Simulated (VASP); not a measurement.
A run of VASP 6.6.1:

Contents of INCAR:

```
SYSTEM = Cu4W
PREC     = Accurate       ! precision mode
ENCUT    = 600            ! plane-wave cutoff, eV
EDIFF    = 1E-7           ! SCF threshold, eV
ISMEAR   = 0              ! smearing method
SIGMA    = 0.1            ! smearing width, eV
LREAL    = .False.        ! projectors in reciprocal space
LASPH    = .True.         ! aspherical terms in the spheres
NELM     = 60             ! most SCF steps
ALGO     = Normal         ! electronic algorithm
ISIF     = 3              ! what is computed and relaxed
LWAVE    = .False.        ! write WAVECAR
LCHARG   = .False.        ! write CHGCAR
GGA      = PE             ! functional
IBRION   = 2              ! ionic algorithm
NSW      = 90             ! ionic steps
EDIFFG   = -0.04          ! ionic threshold
```

KPOINTS

```
regular mesh
0
Gamma
  6 6 4
  0 0 0
```

POSCAR

```
Cu4W
1.0
    4.0811930200      0.0000000000      0.0000000000
   -2.0405965100      3.5344168300      0.0000000000
    0.0000000000      0.0000000000      4.9209533600
Cu W
4 1
Direct
    0.0000000000      0.0000000000      0.0000000000
    0.5000000000      0.0000000000      0.5000000000
    0.0000000000      0.5000000000      0.5000000000
    0.5000000000      0.5000000000      0.5000000000
    0.0000000000      0.0000000000      0.5000000000
```

Potentials or basis: VASP PAW PBE potentials, release 64 (Cu, W_sv).

Command:

```sh
$ cat potpaw_PBE.64/Cu/POTCAR potpaw_PBE.64/W_sv/POTCAR > POTCAR
$ mpirun -np 1 vasp_std > vasp.out
```

Hardware: 1 thread of Intel(R) Xeon(R) Platinum 8488C (Sapphire Rapids) (shared host).

How long does it take, and how much memory?

It took 14 min on 1 thread of Intel(R) Xeon(R) Platinum 8488C (Sapphire Rapids), with other jobs on the host, peak memory 0.26 GiB. Counts: scf iterations 218, k points 21, ion steps 13.
